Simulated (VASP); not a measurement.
The system is MgS.

```xyz
2
Lattice="-0.0163 2.8287 2.8287 2.8287 -0.0163 2.8287 2.8287 2.8287 -0.0163" Properties=species:S:1:pos:R:3 pbc="T T T"
Mg   -0.0030   -0.0030   -0.0030
S     1.4133    1.4133    1.4133
```

This cell differs from its parent crystal: epitaxial 111 strain +0.5%.

Base run:

- Program: VASP 6.6.1
- Functional: HSE06
- Potentials or basis: VASP PAW PBE potentials, release 64 (Mg, S)
- Cutoff: 520 eV
- k mesh: 6 × 6 × 6
- Occupations: gaussian, width 0.01 eV
- Spin: no spin polarisation

Its results: band gap on the k mesh 4.44 eV; pressure -0.5 GPa.

**Question.** The run is repeated on the same cell with these changes: functional from HSE06 to PBE; k mesh from 6 × 6 × 6 to 4 × 4 × 4. What comes out?

**Answer.** Band gap on the k mesh 3.39 eV; pressure 0.6 GPa.

Several settings changed at once.

Caveats: some runs use coarse meshes; the PAW data sets were made with another functional, which shifts forces and pressure a little (at least some runs).

A k mesh can miss the band edges.
